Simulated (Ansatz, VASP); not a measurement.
# One calculation of P, two programs

The input INCAR:

```
SYSTEM = P
PREC     = Accurate       ! precision mode
ENCUT    = 520            ! plane-wave cutoff, eV
EDIFF    = 1E-7           ! SCF threshold, eV
ISMEAR   = -1             ! smearing method
SIGMA    = 0.04           ! smearing width, eV
LREAL    = .FALSE.        ! projectors in reciprocal space
LASPH    = .TRUE.         ! aspherical terms in the spheres
NELM     = 100            ! most SCF steps
ALGO     = Normal         ! electronic algorithm
ISIF     = 2              ! what is computed and relaxed
LWAVE    = .FALSE.        ! write WAVECAR
LCHARG   = .FALSE.        ! write CHGCAR
GGA      = PE             ! functional
NBANDS   = 18             ! bands
```

Contents of KPOINTS:

```
Automatic mesh
0
G
  6 6 4
  0 0 0
```

File POSCAR:

```
P
1.0
    1.6477431241     -5.4650377251      0.0000000000
    1.6477431241      5.4650377251      0.0000000000
    0.0000000000      0.0000000000      4.5436355900
P
4
Direct
    0.9041431300      0.0958568700      0.5888151700
    0.0958568700      0.9041431300      0.4111848300
    0.5958568700      0.4041431300      0.0888151700
    0.4041431300      0.5958568700      0.9111848300
```

input.yaml

```yaml
crystal:
  lattice:
    - [1.6477431241, -5.4650377251, 0.0]
    - [1.6477431241, 5.4650377251, 0.0]
    - [0.0, 0.0, 4.54363559]
  atoms:
    - { symbol: P, position: [0.90414313, 0.09585687, 0.58881517] }
    - { symbol: P, position: [0.09585687, 0.90414313, 0.41118483] }
    - { symbol: P, position: [0.59585687, 0.40414313, 0.08881517] }
    - { symbol: P, position: [0.40414313, 0.59585687, 0.91118483] }
kpoints:
  mp_grid: { grid: [6, 6, 4] }
scf:
  occupations: { method: fermi_dirac, width: 0.04 }
hamiltonian:
  xc: pbe
  pseudopotentials: { kind: all_electron, lapw: { basis_error: 0.002 } }
output:
  forces: true
  stress: true
  eigenvalues: true
```

Alike in both runs: task single point; functional PBE; k mesh 6 × 6 × 4; occupations fermi-dirac, width 0.04 eV; no spin polarisation.

|  | VASP | Ansatz |
| --- | --- | --- |
| version | VASP 6.6.1 | Ansatz 0.2.0 |
| potentials or method | VASP PAW PBE potentials, release 64 (P), cutoff 520 eV | all-electron LAPW, scalar-relativistic |

Ansatz gave:

- gap on the k mesh at the Fermi level (eV): 0.10
- least direct gap on the mesh (eV): 0.10
- pressure (GPa): 2.1
- traceless stress, the component that is largest in VASP (GPa): -0.30
- rms of the force components (eV/Å): 0.196

Problem. What did VASP give for the same quantities?

Solution. gap on the k mesh at the Fermi level (eV): 0.11; least direct gap on the mesh (eV): 0.11; pressure (GPa): 1.7; traceless stress, the component that is largest in VASP (GPa): -0.25; rms of the force components (eV/Å): 0.169.

Atom by atom the forces differ by 0.029 eV/Å (rms over components). Ansatz ran all-electron here, and VASP with PAW potentials.
